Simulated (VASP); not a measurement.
Set up this calculation in VASP 6.6.1, as the native input.

- Task: single point
- Functional: PBEsol
- Potentials or basis: VASP PAW PBE potentials, release 64 (In_d, H)
- Cutoff: 520 eV
- k mesh: 6 × 6 × 1
- Occupations: fermi-dirac, width 0.05 eV
- Spin: no spin polarisation
- Dipole correction: no
- Further INCAR settings: ALGO = Normal; EDIFF = 1e-06; NBANDS = 20

The structure of In2H lies in POSCAR:

```
In2H
1.0
    4.9556800000      0.0000000000      0.0000000000
   -2.4778400000      4.2917400000      0.0000000000
    0.0000000000      0.0000000000     25.4870700000
In H
2 1
Direct
    0.3333300000      0.6666700000      0.2886700000
    0.6666700000      0.3333300000      0.2886700000
    0.0000000000      0.0000000000      0.2889200000
```

These files were run (other wordings do the same):

INCAR

```
SYSTEM = In2H
ALGO     = Normal         ! electronic algorithm
EDIFF    = 1E-6           ! SCF threshold, eV
ENCUT    = 520            ! plane-wave cutoff, eV
GGA      = PS             ! functional
ISIF     = 2              ! what is computed and relaxed
ISMEAR   = -1             ! smearing method
LASPH    = .TRUE.         ! aspherical terms in the spheres
LCHARG   = .TRUE.         ! write CHGCAR
LELF     = .TRUE.         ! ELF
LREAL    = .FALSE.        ! projectors in reciprocal space
LVHAR    = .TRUE.       
LWAVE    = .FALSE.        ! write WAVECAR
NBANDS   = 20             ! bands
NELM     = 100            ! most SCF steps
PREC     = Accurate       ! precision mode
SIGMA    = 0.05           ! smearing width, eV
```

KPOINTS

```
k-points
0
G
  6 6 1
  0 0 0
```

Potentials or basis: VASP PAW PBE potentials, release 64 (In_d, H).

The run is started by

```bash
$ cat potpaw_PBE.64/In_d/POTCAR potpaw_PBE.64/H/POTCAR > POTCAR
$ mpirun -np 1 vasp_std > vasp.out
```

Results of the run:

* Band gap on the k mesh: zero (an odd number of electrons rules out a gap without spin polarisation)

Caveat: spin-orbit coupling is left out, which moves the levels of the heavy elements.

Run time: 2.9 min on 1 thread of Intel(R) Xeon(R) 6975P-C (Granite Rapids), on a shared host, peak memory 0.69 GiB.
